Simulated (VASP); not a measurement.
# SnO in VASP: single point with PBE+D3(BJ)

Aim: the single point of SnO with PBE+D3(BJ).

Everything below comes from runs of VASP 6.6.1. Logs are shortened: lines on timing, memory, paths and dates and some standing lists are left out, and cuts for length are marked.

**1. The cell of the first run**

The cell holds a slab with vacuum, 8 atoms: a = 3.820 Å, b = 3.820 Å, c = 22.226 Å, α = 90.00°, β = 90.00°, γ = 90.00°.

**2. Single point, PBE+D3(BJ)**

INCAR

```
SYSTEM = SnO
PREC = Accurate ; ENCUT = 520
EDIFF = 1E-7 ; ISMEAR = 0
SIGMA = 0.05 ; LREAL = .FALSE.
LASPH = .TRUE. ; NELM = 100
ALGO = Normal ; ISIF = 2
LWAVE = .FALSE. ; LCHARG = .FALSE.
LDIPOL = .TRUE. ; IDIPOL = 3
DIPOL = 0.5 0.5 0.388 ; GGA = PE
IVDW = 12 ; NBANDS = 50
```

KPOINTS

```
Automatic mesh
0
G
  7 7 1
  0 0 0
```

POSCAR

```
SnO
1.0
    3.8201710175      0.0000000000      0.0000000000
    0.0000000000      3.8201710175      0.0000000000
    0.0000000000      0.0000000000     22.2260715637
Sn O
4 4
Direct
    0.5000000000      0.0000000000      0.2024649290
    0.0000000000      0.5000000000      0.3087831227
    0.3750000000      0.8750000000      0.4662558452
   -0.1250000000      1.3750000000      0.5725740389
    0.0000000000      0.0000000000      0.2556240258
    0.5000000000      0.5000000000      0.2556240258
   -0.1250000000      0.8750000000      0.5194149420
    0.3750000000      1.3750000000      0.5194149420
```

Potentials or basis: VASP PAW PBE potentials, release 64 (Sn_d, O).

Command:

```console
> cat potpaw_PBE.64/Sn_d/POTCAR potpaw_PBE.64/O/POTCAR > POTCAR
> mpirun -np 1 vasp_std > vasp.out
```

OUTCAR:

```text
SYSTEM = SnO
   PREC = Accurate
   ENCUT = 520
   EDIFF = 1E-7
   ISMEAR = 0
   LREAL = .FALSE.
   LASPH = .TRUE.
   NELM = 100
   ISIF = 2
   GGA = PE
   IVDW = 12
 IVDW          = 12

 ion  position               nearest neighbor table
   1  0.500  0.000  0.202-   5 2.25   6 2.25   6 2.25   5 2.25   2 3.59   2 3.59   2 3.59   2 3.59

   2  0.000  0.500  0.309-   5 2.25   6 2.25   5 2.25   6 2.25   1 3.59   1 3.59   1 3.59   1 3.59

   3  0.375  0.875  0.466-   7 2.25   8 2.25   8 2.25   7 2.25   4 3.59   4 3.59   4 3.59   4 3.59

   4  0.875  0.375  0.573-   7 2.25   8 2.25   7 2.25   8 2.25   3 3.59   3 3.59   3 3.59   3 3.59

   5  0.000  0.000  0.256-   1 2.25   1 2.25   2 2.25   2 2.25
   6  0.500  0.500  0.256-   1 2.25   1 2.25   2 2.25   2 2.25
   7  0.875  0.875  0.519-   3 2.25   3 2.25   4 2.25   4 2.25
   8  0.375  0.375  0.519-   3 2.25   3 2.25   4 2.25   4 2.25

  LATTYP: Found a simple tetragonal cell.
 ALAT       =     3.8201710175
 C/A-ratio  =     5.8180828717

  Lattice vectors:

 A1 = (   3.8201710175,   0.0000000000,   0.0000000000)
 A2 = (   0.0000000000,   3.8201710175,   0.0000000000)
 A3 = (   0.0000000000,   0.0000000000,  22.2260715637)

Analysis of symmetry for initial positions (statically):
=====================================================================
 Subroutine PRICEL returns:
 Original cell was already a primitive cell.

 Routine SETGRP: Setting up the symmetry group for a
 simple tetragonal supercell.

 Subroutine GETGRP returns: Found  4 space group operations
 (whereof  1 operations were pure point group operations)
 out of a pool of 16 trial point group operations.

The static configuration has the point symmetry C_1 .
 The point group associated with its full space group is C_2h.

Analysis of symmetry for dynamics (positions and initial velocities):
=====================================================================
 Subroutine PRICEL returns:
 Original cell was already a primitive cell.

 Routine SETGRP: Setting up the symmetry group for a
 simple tetragonal supercell.

 Subroutine GETGRP returns: Found  4 space group operations
 (whereof  1 operations were pure point group operations)
 out of a pool of 16 trial point group operations.

The dynamic configuration has the point symmetry C_1 .
 The point group associated with its full space group is C_2h.

 Subroutine INISYM returns: Found  4 space group operations
 (whereof  1 operations are pure point group operations),
 and found     1 'primitive' translations

----------------------------------------------------------------------------------------

                                     Primitive cell

  volume of cell :     324.3608

  direct lattice vectors                    reciprocal lattice vectors
     3.820171017  0.000000000  0.000000000     0.261768386  0.000000000  0.000000000
     0.000000000  3.820171017  0.000000000     0.000000000  0.261768386  0.000000000
     0.000000000  0.000000000 22.226071564     0.000000000  0.000000000  0.044992206

  length of vectors
     3.820171017  3.820171017 22.226071564     0.261768386  0.261768386  0.044992206

  position of ions in fractional coordinates (direct lattice)
     0.500000000  0.000000000  0.202464929
     0.000000000  0.500000000  0.308783123
     0.375000000  0.875000000  0.466255845
     0.875000000  0.375000000  0.572574039
     0.000000000  0.000000000  0.255624026
     0.500000000  0.500000000  0.255624026
     0.875000000  0.875000000  0.519414942
     0.375000000  0.375000000  0.519414942

  ion indices of the primitive-cell ions
   primitive index   ion index
                 1           1
                 2           2
                 3           3
                 4           4
                 5           5
                 6           6
                 7           7
                 8           8

----------------------------------------------------------------------------------------

 KPOINTS: Automatic mesh

Automatic generation of k-mesh.
 Grid dimensions read from file:
 generate k-points for:    7    7    1

 Generating k-lattice:

  Cartesian coordinates                     Fractional coordinates (reciprocal lattice)
     0.037395484  0.000000000  0.000000000     0.142857143  0.000000000  0.000000000
     0.000000000  0.037395484  0.000000000     0.000000000  0.142857143  0.000000000
     0.000000000  0.000000000  0.044992206     0.000000000  0.000000000  1.000000000

  Length of vectors
     0.037395484  0.037395484  0.044992206

  Shift w.r.t. Gamma in fractional coordinates (k-lattice)
     0.000000000  0.000000000  0.000000000

 Subroutine IBZKPT returns following result:
 ===========================================

 Found     16 irreducible k-points:

 Following reciprocal coordinates:
            Coordinates               Weight
  0.000000  0.000000  0.000000      1.000000
  0.142857  0.000000  0.000000      4.000000
  0.285714  0.000000  0.000000      4.000000
  0.428571  0.000000  0.000000      4.000000
  0.142857  0.142857  0.000000      2.000000
 -0.142857  0.142857  0.000000      2.000000
[... 8 lines left out ...]
  0.428571  0.428571  0.000000      2.000000
 -0.428571  0.428571  0.000000      2.000000
   k-points           NKPTS =     16   k-points in BZ     NKDIM =     16   number of bands    NBANDS=     50
   number of dos      NEDOS =    301   number of ions     NIONS =      8
   total plane-waves  NPLWV = 131712
   dimension x,y,z NGX =    28 NGY =   28 NGZ =  168
   dimension x,y,z NGXF=    56 NGYF=   56 NGZF=  336
   ions per type =               4   4
   NGX,Y,Z   is equivalent  to a cutoff of  12.19, 12.19, 12.57 a.u.
   NGXF,Y,Z  is equivalent  to a cutoff of  24.37, 24.37, 25.13 a.u.
 SYSTEM =  SnO
   PREC   = accura    normal or accurate (medium, high low for compatibility)
   ISTART =      0    job   : 0-new  1-cont  2-samecut
   ICHARG =      2    charge: 1-file 2-atom 10-const
   ISPIN  =      1    spin polarized calculation?
   LNONCOLLINEAR =      F non collinear calculations
   LSORBIT =      F    spin-orbit coupling
   LASPH  =      T    aspherical Exc in radial PAW
   ENCUT  =  520.0 eV  38.22 Ry    6.18 a.u.   7.10  7.10 41.33*2*pi/ulx,y,z
   NELM   =    100;   NELMIN=  2; NELMDL= -5     # of ELM steps
   EDIFF  = 0.1E-06   stopping-criterion for ELM
   LREAL  =      F    real-space projection
   EDIFFG = 0.1E-05   stopping-criterion for IOM
   NSW    =      0    number of steps for IOM
   IBRION =     -1    ionic relax: 0-MD 1-quasi-New 2-CG
   NFREE  =      0    steps in history (QN), initial steepest desc. (CG)
   ISIF   =      2    stress and relaxation
   ISYM   =      2    0-nonsym 1-usesym 2-fastsym
   POTIM  = 0.5000    time-step for ionic-motion
   TEBEG  =    0.0;   TEEND  =   0.0 temperature during run
   PSTRESS=    0.0 pullay stress
   NELECT =      80.0000    total number of electrons
   NUPDOWN=      -1.0000    fix difference up-down
   EMIN   =  10.00;   EMAX   =-10.00  energy-range for DOS
   EFERMI =   0.00;   METHOD = LEGACY
   ISMEAR =     0;   SIGMA  =   0.05  broadening in eV -4-tet -1-fermi 0-gaus
   EFERMI_NEDOS =   21; number of points for ismear=-14 and -15
   IALGO  =     38    algorithm
   IMIX   =      4    mixing-type and parameters
     AMIX     =   0.40;   BMIX     =  1.00
     AMIX_MAG =   1.60;   BMIX_MAG =  1.00
  volume/ion in A,a.u.               =      40.55       273.61
  Fermi-wavevector in a.u.,A,eV,Ry     =   1.026665  1.940115 14.341096  1.054041
  Thomas-Fermi vector in A             =   2.160570
   LORBIT       =      0    0 simple, 1 ext, 2 COOP (PROOUT), +10 PAW based schemes
   GGA     = PE    functional components
   LHFCALC =     F    Hartree Fock is set to
   AEXX    =    0.0000 exact exchange contribution
   IVDW    =    12    specifies the selected vdW correction
   LEPSILON=     F    determine dielectric tensor
   LRPA    =     F    only Hartree local field effects (RPA)
 non-spin polarized calculation
 Gauss-broadening in eV      SIGMA  =   0.05
  energy-cutoff  :      520.00
  volume of cell :      324.36
 maximum number of plane-waves:      8769
   NGX = 15   NGY = 15   NGZ = 83

 dipolmoment           0.000000      0.000000      0.000063 electrons x Angstroem

 number of electron      79.9999972 magnetization

 dipolmoment           0.000000      0.000000     -0.000000 electrons x Angstroem

 Free energy of the ion-electron system (eV)
  ---------------------------------------------------
  ext. energy  EPLUGINS =         0.00000000
  ---------------------------------------------------
  free energy    TOTEN  =       -45.21280901 eV

  energy without entropy =      -45.21280901  energy(sigma->0) =      -45.21280901

 E-fermi :   0.2440     XC(G=0):  -5.2417

 val. band max:       -0.0289279639   @ k =   0.1429   0.0000   0.0000
 cond. band min:       2.1382867463   @ k =  -0.4286   0.4286   0.0000
 fundamental gap:      2.1672147102
 Fermi energy:         0.2440374074

 k-point     1 :       0.0000    0.0000    0.0000
  band No.  band energies     occupation
      1     -21.0715      2.00000
      2     -21.0710      2.00000
      3     -20.7117      2.00000
      4     -20.7111      2.00000
      5     -20.6752      2.00000
      6     -20.6743      2.00000
[... 42 lines left out ...]
     49       5.2543      0.00000
     50       5.2807      0.00000

 k-point     2 :       0.1429    0.0000    0.0000
  band No.  band energies     occupation
      1     -21.0626      2.00000
      2     -21.0620      2.00000
      3     -20.7124      2.00000
      4     -20.7116      2.00000
      5     -20.6764      2.00000
      6     -20.6751      2.00000
[... 42 lines left out ...]
     49       5.3791      0.00000
     50       5.4714      0.00000

 k-point     3 :       0.2857    0.0000    0.0000
  band No.  band energies     occupation
      1     -21.0375      2.00000
      2     -21.0371      2.00000
      3     -20.8085      2.00000
      4     -20.8074      2.00000
      5     -20.6803      2.00000
      6     -20.6792      2.00000
[... 42 lines left out ...]
     49       5.6025      0.00000
     50       5.6300      0.00000

 k-point     4 :       0.4286    0.0000    0.0000
  band No.  band energies     occupation
      1     -20.9937      2.00000
      2     -20.9932      2.00000
      3     -20.9191      2.00000
      4     -20.9183      2.00000
      5     -20.6834      2.00000
      6     -20.6821      2.00000
[... 575 lines left out ...]
 k-point    15 :       0.4286    0.4286    0.0000
  band No.  band energies     occupation
      1     -21.0131      2.00000
      2     -21.0112      2.00000
      3     -20.9991      2.00000
      4     -20.9968      2.00000
      5     -20.6791      2.00000
      6     -20.6789      2.00000
[... 42 lines left out ...]
     49       5.7359      0.00000
     50       6.3355      0.00000

 k-point    16 :      -0.4286    0.4286    0.0000
  band No.  band energies     occupation
      1     -21.0130      2.00000
      2     -21.0108      2.00000
      3     -20.9992      2.00000
      4     -20.9972      2.00000
      5     -20.6790      2.00000
      6     -20.6790      2.00000
[... 42 lines left out ...]
     49       5.7404      0.00000
     50       6.3830      0.00000

------------------------ aborting loop because EDIFF is reached ----------------------------------------

 vacuum level on the upper side and lower side of the slab       (xc-potential included)        -0.117        -0.118

 Edisp (eV)   -1.30925

 E8    (eV) :    -0.5803

  FORCE on cell =-STRESS in cart. coord.  units (eV):
  Direction    XX          YY          ZZ          XY          YZ          ZX
  --------------------------------------------------------------------------------------
  -------------------------------------------------------------------------------------
  Total       0.20021     0.20021    -0.48212     0.05981     0.35415     0.35415
  in kB       0.98893     0.98893    -2.38141     0.29544     1.74931     1.74931
  external pressure =       -0.13 kB  Pullay stress =        0.00 kB

 VOLUME and BASIS-vectors are now :
 -----------------------------------------------------------------------------
  energy-cutoff  :      520.00
  volume of cell :      324.36
      direct lattice vectors                 reciprocal lattice vectors
     3.820171017  0.000000000  0.000000000     0.261768386  0.000000000  0.000000000
     0.000000000  3.820171017  0.000000000     0.000000000  0.261768386  0.000000000
     0.000000000  0.000000000 22.226071564     0.000000000  0.000000000  0.044992206

 POSITION                                       TOTAL-FORCE (eV/Angst)
 -----------------------------------------------------------------------------------
      1.91009      0.00000      4.50000        -0.007154     -0.007154     -0.059686
      0.00000      1.91009      6.86304        -0.038066     -0.038066      0.152879
      1.43256      3.34265     10.36304         0.038066      0.038066     -0.152879
      3.34265      1.43256     12.72607         0.007154      0.007154      0.059686
      0.00000      0.00000      5.68152         0.014289     -0.041980      0.024560
      1.91009      1.91009      5.68152        -0.041980      0.014289      0.024560
      3.34265      3.34265     11.54455         0.041980     -0.014289     -0.024560
      1.43256      1.43256     11.54455        -0.014289      0.041980     -0.024560
 -----------------------------------------------------------------------------------
    total drift:                               -0.000000     -0.000000     -0.000014

  FREE ENERGIE OF THE ION-ELECTRON SYSTEM (eV)
  ---------------------------------------------------
  free  energy   TOTEN  =       -46.5220618976 eV

  energy  without entropy=      -46.5220618976  energy(sigma->0) =      -46.52206190

 vacuum level on the upper side and lower side of the slab         4.817         4.818
```

Run time: 4.6 min. Hardware: 1 thread of Intel Xeon Platinum 8375C at 2.90GHz (Ice Lake), shared host; peak memory 0.45 GiB.

Results:

```
Free energy                : -46.5221 eV
Largest force              : 0.162 eV/Å
Band gap on the k mesh     : 2.17 eV, indirect (least direct gap 2.45 eV)
Dispersion energy per atom : -0.164 eV
```

Forces on the atoms (eV/Å):
```
Sn  -0.007 -0.007 -0.060
Sn  -0.038 -0.038  0.153
Sn   0.038  0.038 -0.153
Sn   0.007  0.007  0.060
O    0.014 -0.042  0.025
O   -0.042  0.014  0.025
O    0.042 -0.014 -0.025
O   -0.014  0.042 -0.025
```

Levels at points of the mesh, in eV from the valence-band top:
```tsv
k point	band 37	band 38	band 39	band 40	band 41	band 42	band 43	band 44
(0.00, 0.00, 0.00)	-2.13	-2.13	-0.89	-0.03	2.43	2.67	2.69	4.09
```

Caveat: spin-orbit coupling is left out, which moves the levels of the heavy elements.
